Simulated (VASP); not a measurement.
## W4O: single point with PBE

The system is W4O, a slab with vacuum.

```
W O
1.0
     3.18370    0.00000    0.00000
     0.00000    3.18370    0.00000
     0.00000    0.00000   20.14258
W O
4 1
Direct
  0.50000 0.50000 0.19858
  0.00000 0.00000 0.27761
  0.50000 0.50000 0.35995
  0.00000 0.00000 0.42907
  0.50000 0.50000 0.46888
```

```
Program             : VASP 6.6.1
Task                : single point
Functional          : PBE
Potentials or basis : VASP PAW PBE potentials, release 64 (W_sv, O)
Cutoff              : 520 eV
k mesh              : 8 × 8 × 1
Occupations         : gaussian, width 0.1 eV
Spin                : no spin polarisation
```

```yaml
Largest_force: 1.864 eV/Å
Band_gap_on_the_k_mesh: zero (bands 31 and 32 overlap by 1.73 eV)
```

Forces on the atoms (eV/Å):
```
W    0.000  0.000  1.864
W    0.000  0.000 -1.606
W    0.000  0.000 -1.816
W    0.000  0.000  1.460
O    0.000  0.000  0.098
```

Levels at points of the mesh, in eV from the Fermi level:
| k point | band 27 | band 28 | band 29 | band 30 | band 31 | band 32 | band 33 | band 34 | band 35 | band 36 |
| --- | --- | --- | --- | --- | --- | --- | --- | --- | --- | --- |
| (0.00, 0.00, 0.00) | -1.23 | -1.23 | -1.09 | -0.54 | -0.54 | -0.52 | -0.16 | 0.46 | 1.13 | 1.13 |
| (0.50, 0.00, 0.00) | -1.88 | -1.85 | -0.78 | -0.46 | 0.24 | 0.29 | 0.34 | 1.49 | 1.51 | 1.95 |
| (0.50, 0.50, 0.00) | -2.78 | -1.37 | -1.37 | 0.25 | 1.21 | 1.92 | 2.00 | 2.00 | 2.32 | 2.88 |

Run time: 110 s on 1 thread of Intel(R) Xeon(R) 6975P-C (Granite Rapids), on a shared host, peak memory 0.32 GiB.

Caveat: spin-orbit coupling is left out, which moves the levels of the heavy elements.
